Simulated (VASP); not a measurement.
Input of a VASP 6.6.1 run:

INCAR

```
SYSTEM = HCS2F
  PREC = Accurate
  ENCUT = 520
  EDIFF = 1E-6
  ISMEAR = -1
  SIGMA = 0.05
  LREAL = Auto
  LASPH = .True.
  NELM = 80
  ALGO = Normal
  ISIF = 2
  LWAVE = .False.
  LCHARG = .False.
  GGA = PE
  IVDW = 12
  NBANDS = 64
```

KPOINTS

```
Automatic mesh
0
Gamma
  1 1 1
  0 0 0
```

The input POSCAR:

```
HCS2F
1.0
    7.8427630000      0.0000000000      0.0000000000
    0.0000000000      7.8427630000      0.0000000000
    0.0000000000      0.0000000000      7.8427630000
F H S C
4 4 8 4
Direct
   -0.1166808177      0.2239899382      0.7456555808
    0.7253566122      0.2476678181      1.0668944095
    0.8123412629      0.4328576549      0.3386306586
    0.4491146806      0.7786414048      0.1773992150
   -0.0320677802      0.3088197361      0.7253438616
    0.7880513538      0.2398134433      0.9613321224
    0.7723043524      0.3868279585      0.2311047777
    0.5730633452      0.7911625023      0.1394916562
    0.9066957653      0.9185538311      0.4367338398
    1.1121208176      1.1098129575      0.1623917489
    0.5090552908      0.2161993165      0.3794071044
    0.3439476623      0.0863471203      0.7067917263
    0.2688848305      0.6987843442      0.8437842633
    0.1120140950      0.5180954722      0.5277859346
    0.8730724108      0.7031195511      1.0001577250
    0.6338709967      0.6734106335      0.6878443222
    1.0114930159      1.0054874793      0.2943732968
    0.4290452230      0.1457649555      0.5416713472
    0.1908256057      0.6132915147      0.6827950813
    0.7537012147      0.7045603699      0.8403288484
```

Potentials or basis: VASP PAW PBE potentials, release 64 (F, H, S, C).

The run is started by

```sh
$ cat potpaw_PBE.64/F/POTCAR potpaw_PBE.64/H/POTCAR potpaw_PBE.64/S/POTCAR potpaw_PBE.64/C/POTCAR > POTCAR
$ mpirun -np 1 vasp_gam > vasp.out
```

(1) What does it give for the largest force?

(2) Estimate the band gap on the k mesh.

(3) Estimate the dispersion energy per atom.

Results:

(1) 3.089 eV/Å.

(2) 2.98 eV.

(3) -0.084 eV.

Caveat: the k points lie up to 0.80 Å⁻¹ apart.
